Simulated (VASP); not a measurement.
Here is a VASP 6.6.1 calculation.

Contents of POSCAR:

```
TePb
1.0
    0.0000000000      3.0395922169      3.0395922169
    3.0395922169      0.0000000000      3.0395922169
    3.0395922169      3.0395922169      0.0000000000
Te Pb
1 1
Direct
    0.5000000000      0.5000000000      0.5000000000
    0.0000000000      0.0000000000      0.0000000000
```

File INCAR.step1:

```
SYSTEM = TePb
  ALGO = Normal
  EDIFF = 1E-4
  ENCUT = 520
  GGA = PE
  ISMEAR = 0
  LASPH = .TRUE.
  LCHARG = .FALSE.
  LREAL = .FALSE.
  LWAVE = .TRUE.
  NBANDS = 17
  NELM = 60
  PREC = Accurate
  SIGMA = 0.01
```

INCAR.step2

```
SYSTEM = TePb
  ALGO = Normal
  EDIFF = 1E-7
  ENCUT = 520
  ISIF = 2
  ISMEAR = 0
  ISTART = 1
  LASPH = .TRUE.
  LCHARG = .FALSE.
  LMIXTAU = .TRUE.
  LREAL = .FALSE.
  LWAVE = .FALSE.
  METAGGA = R2SCAN
  NBANDS = 17
  NELM = 60
  PREC = Accurate
  SIGMA = 0.01
```

File KPOINTS:

```
k-points
0
G
  6 6 6
  0 0 0
```

Potentials or basis: VASP PAW PBE potentials, release 64 (Te, Pb_d).

Command:

```bash
$ cat potpaw_PBE.64/Te/POTCAR potpaw_PBE.64/Pb_d/POTCAR > POTCAR
$ cp INCAR.step1 INCAR
$ mpirun -np 1 vasp_std > vasp.out
$ cp INCAR.step2 INCAR
$ mpirun -np 1 vasp_std > vasp.out
```

Question: Estimate the band gap on the k mesh.

Answer: 0.48 eV.

Question: Estimate the pressure.

Answer: 15.0 GPa.

Caveat: the cell stands under pressure; the PAW data sets were made with another functional, which shifts forces and pressure a little; spin-orbit coupling is left out, which moves the levels of the heavy elements. A k mesh can miss the band edges.
